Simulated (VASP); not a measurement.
Here is a VASP 6.6.1 calculation.

INCAR

```
SYSTEM = K
PREC = Accurate
ENCUT = 520
EDIFF = 1E-7
ISMEAR = 1
SIGMA = 0.3
LREAL = .FALSE.
LASPH = .TRUE.
NELM = 80
ALGO = Normal
ISIF = 2
LWAVE = .FALSE.
LCHARG = .TRUE.
LELF = .TRUE.
LVHAR = .TRUE.
NBANDS = 10
```

Contents of KPOINTS:

```
regular mesh
0
G
  9 9 9
  0 0 0
```

The input POSCAR:

```
K
1.0
   -2.5241928768      2.5241928768      2.5241928768
    2.5241928768     -2.5241928768      2.5241928768
    2.5241928768      2.5241928768     -2.5241928768
K
1
Direct
    0.0000000000      0.0000000000      0.0000000000
```

Potentials or basis: VASP PAW LDA potentials, release 64 (K_sv).

Run with:

```bash
$ cat potpaw_LDA.64/K_sv/POTCAR > POTCAR
$ mpirun -np 1 vasp_std > vasp.out
```

(1) Predict the pressure.

## Answers

(1) 0.0 GPa.
